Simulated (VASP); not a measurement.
Here is a VASP 6.6.1 calculation.

The input POSCAR:

```
ZrSi2
1.0
    3.7110610000      0.0000000000      0.0000000000
    1.8555300000     -7.2874460000      0.0000000000
    0.0000000000      0.0000000000     -3.6611810000
Zr Si
2 4
Direct
    0.1060000000      0.7880000000      0.7500000000
    0.8940000000      0.2120000000      0.2500000000
    0.7500000000      0.5000000000      0.7500000000
    0.2500000000      0.5000000000      0.2500000000
    0.3550000000      0.2900000000      0.7500000000
    0.6450000000      0.7100000000      0.2500000000
```

Contents of INCAR.step1:

```
SYSTEM = ZrSi2
PREC = Accurate ; ENCUT = 520
ISMEAR = -1 ; SIGMA = 0.017
LREAL = .False. ; LASPH = .True.
NELM = 60 ; NBANDS = 29
GGA = PE ; ALGO = Normal
EDIFF = 1E-4 ; LWAVE = .True.
LCHARG = .False.
```

File INCAR.step2:

```
SYSTEM = ZrSi2
PREC = Accurate ; ENCUT = 520
EDIFF = 1E-6 ; ISMEAR = -1
SIGMA = 0.017 ; LREAL = .False.
LASPH = .True. ; NELM = 60
ALGO = Normal ; ISIF = 2
LWAVE = .False. ; LCHARG = .False.
METAGGA = R2SCAN ; LMIXTAU = .True.
NBANDS = 29 ; ISTART = 1
```

KPOINTS

```
regular mesh
0
Gamma
  8 8 8
  0 0 0
```

Potentials or basis: VASP PAW PBE potentials, release 64 (Zr_sv, Si).

The run is started by

```bash
$ cat potpaw_PBE.64/Zr_sv/POTCAR potpaw_PBE.64/Si/POTCAR > POTCAR
$ cp INCAR.step1 INCAR
$ mpirun -np 1 vasp_std > vasp.out
$ cp INCAR.step2 INCAR
$ mpirun -np 1 vasp_std > vasp.out
```

Task: What does it give for the pressure?

Result: 11.2 GPa.

Task: Estimate the band gap on the k mesh.

Result: Zero (band 20 reaches 10.93 eV, above the bottom of band 21 at 9.57 eV).

Task: Estimate the largest force.

Result: 2.670 eV/Å.

Forces on the atoms (eV/Å):
```
Zr   0.000 -0.336  0.000
Zr   0.000  0.336  0.000
Si   0.000  0.013  0.000
Si   0.000 -0.013  0.000
Si   0.000  2.670  0.000
Si   0.000 -2.670  0.000
```

Caveat: the PAW data sets were made with another functional, which shifts forces and pressure a little.
